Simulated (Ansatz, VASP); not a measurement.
## VGe: VASP beside Ansatz

INCAR

```
ALGO = Normal ; EDIFF = 1E-6
ENCUT = 520 ; GGA = PE
ISIF = 2 ; ISMEAR = -1
LASPH = T ; LCHARG = F
LREAL = F ; LWAVE = F
NBANDS = 20 ; NELM = 60
PREC = Accurate ; SIGMA = 0.05
```

Contents of KPOINTS:

```
k-points
0
Gamma
  13 13 13
```

File POSCAR:

```
VGe
1.0
    0.0000000000      2.7099179022      2.7099179022
    2.7099179022      0.0000000000      2.7099179022
    2.7099179022      2.7099179022      0.0000000000
V Ge
1 1
Direct
    0.0000000000      0.0000000000      0.0000000000
    0.2500000000      0.2500000000      0.2500000000
```

Input for Ansatz:

```yaml
crystal:
  lattice:
    - [0.0, 2.7099179022, 2.7099179022]
    - [2.7099179022, 0.0, 2.7099179022]
    - [2.7099179022, 2.7099179022, 0.0]
  atoms:
    - { symbol: V, position: [0.0, 0.0, 0.0] }
    - { symbol: Ge, position: [0.25, 0.25, 0.25] }
kpoints:
  mp_grid: { grid: [13, 13, 13] }
scf:
  occupations: { method: fermi_dirac, width: 0.05 }
hamiltonian:
  xc: pbe
  pseudopotentials: { kind: nc }
output:
  forces: true
  stress: true
  eigenvalues: true
```

Change from the starting cell: volume scaled by 0.9, norm-conserving files.

Alike in both runs: task single point; functional PBE; k mesh 13 × 13 × 13; occupations fermi-dirac, width 0.05 eV; no spin polarisation.

```csv
,VASP,Ansatz
version,VASP 6.6.1,Ansatz 0.2.0
potentials or method,"VASP PAW PBE potentials, release 64 (V_sv, Ge_d)","norm-conserving pseudopotentials, scalar-relativistic"
plane-wave cutoff (eV),520,1143
valence electrons in the cell,27,27
```

Ansatz gave:

- pressure (GPa): 9.8

Q: What did VASP give for the same quantities?

A: Pressure (GPa): 9.9.
